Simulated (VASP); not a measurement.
Wanted: the native input for a VASP 6.6.1 run.

```
Task                   : relaxation of cell and atoms
Functional             : PBEsol
Potentials or basis    : VASP PAW PBE potentials, release 64 (Al, N)
Cutoff                 : 600 eV
k mesh                 : 9 × 9 × 6
Occupations            : gaussian, width 0.02 eV
Spin                   : no spin polarisation
Dipole correction      : no
Further INCAR settings : ALGO = Normal; EDIFF = 1e-06; IBRION = 2; EDIFFG = -0.005; NSW = 100; ISIF = 3
```

The structure of AlN lies in POSCAR:

```
AlN
1.0
    3.3121157418      0.0000000000      0.0000000000
   -1.6560578709      2.8683763727      0.0000000000
    0.0000000000      0.0000000000      4.1875630000
Al N
2 2
Direct
    0.3333333300      0.6666666700      0.7500000000
    0.6666666700      0.3333333300      0.2500000000
    0.3333333300      0.6666666700      0.2500000000
    0.6666666700      0.3333333300      0.7500000000
```

The input as run:

INCAR

```
SYSTEM = AlN
PREC     = Accurate       ! precision mode
ENCUT    = 600            ! plane-wave cutoff, eV
EDIFF    = 1E-6           ! SCF threshold, eV
ISMEAR   = 0              ! smearing method
SIGMA    = 0.02           ! smearing width, eV
LREAL    = .False.        ! projectors in reciprocal space
LASPH    = .True.         ! aspherical terms in the spheres
NELM     = 60             ! most SCF steps
ALGO     = Normal         ! electronic algorithm
ISIF     = 3              ! what is computed and relaxed
LWAVE    = .False.        ! write WAVECAR
LCHARG   = .False.        ! write CHGCAR
GGA      = PS             ! functional
IBRION   = 2              ! ionic algorithm
NSW      = 100            ! ionic steps
EDIFFG   = -0.005         ! ionic threshold
```

KPOINTS

```
Automatic mesh
0
Gamma
  9 9 6
  0 0 0
```

Potentials or basis: VASP PAW PBE potentials, release 64 (Al, N).

The run is started by

```console
$ cat potpaw_PBE.64/Al/POTCAR potpaw_PBE.64/N/POTCAR > POTCAR
$ mpirun -np 1 vasp_std > vasp.out
```

Results of the run:

The relaxed volume is 9.76 Å³/atom. The relaxed cell is a = 3.301 Å, b = 3.301 Å, c = 4.139 Å, α = 90.00°, β = 90.00°, γ = 120.00°, the space group after relaxing (to 0.1 Å) is P6_3/mmc (No. 194) and the energy gained by relaxing is 2.3 meV/atom. The ionic steps are 8, the pressure after relaxing is 0.0 GPa and the band gap on the k mesh is 3.35 eV.

Caveat: the PAW data sets were made with another functional, which shifts forces and pressure a little.

Run time: 2.7 min on 1 thread of Intel Xeon 8259CL (shared host), peak memory 0.18 GiB.
